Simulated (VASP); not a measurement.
Set up this calculation in VASP 6.6.1, as the native input.

```
Task                   : single point
Functional             : r2SCAN
Potentials or basis    : VASP PAW PBE potentials, release 64 (Si)
Cutoff                 : 520 eV
k mesh                 : 8 × 8 × 8
Occupations            : gaussian, width 0.15 eV
Spin                   : no spin polarisation
Dipole correction      : no
Further INCAR settings : ALGO = Normal; EDIFF = 1e-06; NBANDS = 26
```

The system is Si.

```xyz
8
Lattice="-3.2405 3.2405 3.4067 3.2405 -3.2405 3.4067 3.2405 3.2405 -3.4067" Properties=species:S:1:pos:R:3 pbc="T T T"
Si    0.6526    0.6526    0.6861
Si   -0.6526    2.5879    0.6861
Si    0.6526   -0.6526    2.7206
Si    2.5879    0.6526   -0.6861
Si    2.5879    2.5879    2.7206
Si    0.6526    3.8932   -0.6861
Si   -0.6526    0.6526    4.0928
Si    3.8932   -0.6526    0.6861
```

This cell differs from its parent crystal: strain -0.025 along x and y, +0.025 along z.

One way to write it, as run:

POSCAR

```
Si
1.0
   -3.2405241826      3.2405241826      3.4067049100
    3.2405241826     -3.2405241826      3.4067049100
    3.2405241826      3.2405241826     -3.4067049100
Si
8
Direct
    0.2013996517      0.2013996517      0.2013996517
    0.5000000000      0.0000000000      0.2986003483
    0.2986003483      0.5000000000      0.0000000000
    0.0000000000      0.2986003483      0.5000000000
    0.7986003483      0.7986003483      0.7986003483
    0.5000000000      0.0000000000      0.7013996517
    0.7013996517      0.5000000000      0.0000000000
    0.0000000000      0.7013996517      0.5000000000
```

INCAR.step1

```
PREC     = Accurate       # precision mode
ENCUT    = 520            # plane-wave cutoff, eV
ISMEAR   = 0              # smearing method
SIGMA    = 0.15           # smearing width, eV
LREAL    = False          # projectors in reciprocal space
LASPH    = True           # aspherical terms in the spheres
NELM     = 60             # most SCF steps
NBANDS   = 26             # bands
GGA      = PE             # functional
ALGO     = Normal         # electronic algorithm
EDIFF    = 1E-4           # SCF threshold, eV
LWAVE    = True           # write WAVECAR
LCHARG   = False          # write CHGCAR
```

INCAR.step2

```
PREC     = Accurate       # precision mode
ENCUT    = 520            # plane-wave cutoff, eV
EDIFF    = 1E-6           # SCF threshold, eV
ISMEAR   = 0              # smearing method
SIGMA    = 0.15           # smearing width, eV
LREAL    = False          # projectors in reciprocal space
LASPH    = True           # aspherical terms in the spheres
NELM     = 60             # most SCF steps
ALGO     = Normal         # electronic algorithm
ISIF     = 2              # what is computed and relaxed
LWAVE    = False          # write WAVECAR
LCHARG   = True           # write CHGCAR
METAGGA  = R2SCAN         # meta-GGA
LMIXTAU  = True         
LELF     = True           # ELF
LVHAR    = True         
NBANDS   = 26             # bands
ISTART   = 1
```

KPOINTS

```
regular mesh
0
Gamma
  8 8 8
```

Potentials or basis: VASP PAW PBE potentials, release 64 (Si).

Launch:

```console
$ cat potpaw_PBE.64/Si/POTCAR > POTCAR
$ cp INCAR.step1 INCAR
$ mpirun -np 1 vasp_std > vasp.out
$ cp INCAR.step2 INCAR
$ mpirun -np 1 vasp_std > vasp.out
```

Results of the run:

```
Pressure               : 2.7 GPa
Largest force          : 0.323 eV/Å
Band gap on the k mesh : zero (bands 16 and 17 overlap by 0.03 eV)
```

Caveat: the cell differs from its parent crystal (strain -0.025 along x and y, +0.025 along z); the stress differs along the axes, from -3 to 6 GPa; semilocal functionals underestimate gaps, and a narrow one can read as zero; the PAW data sets were made with another functional, which shifts forces and pressure a little.

Wall time 32 min on 1 thread of Oxide Virtual Turin-like Processor, with other jobs on the host, peak memory 0.39 GiB.
